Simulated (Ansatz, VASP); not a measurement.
## In: VASP beside Ansatz

```xyz
4
Lattice="3.3355 0.0000 0.0000 -1.6677 2.8886 0.0000 0.0000 0.0000 23.2637" Properties=species:S:1:pos:R:3 pbc="T T T"
In    1.6677    0.9629    7.5000
In    0.0000    1.9257   10.2546
In    1.6677    0.9629   13.0091
In    0.0000    1.9257   15.7637
```

Alike in both runs: functional LDA; k mesh 9 × 9 × 1; occupations fermi-dirac, width 0.05 eV; no spin polarisation.

|  | VASP | Ansatz |
| --- | --- | --- |
| version | VASP 6.6.1 | Ansatz 0.2.0 |
| potentials or method | VASP PAW LDA potentials, release 64 (In_d), cutoff 520 eV | all-electron LAPW, scalar-relativistic |
| task | single point | work function |

Ansatz gave:

```
gap on the k mesh at the Fermi level (eV) : none
rms of the force components (eV/Å)        : 0.076
```

Q: Estimate VASP's values.

A: gap on the k mesh at the Fermi level (eV): none; rms of the force components (eV/Å): 0.074.

LDA's correlation is that of Perdew and Zunger in VASP and of Perdew and Wang (1992) in Ansatz. Atom by atom the forces differ by 0.002 eV/Å (rms over components). A gap of «none» marks a metal or a gap that the smearing closes. Ansatz ran all-electron here, and VASP with PAW potentials.
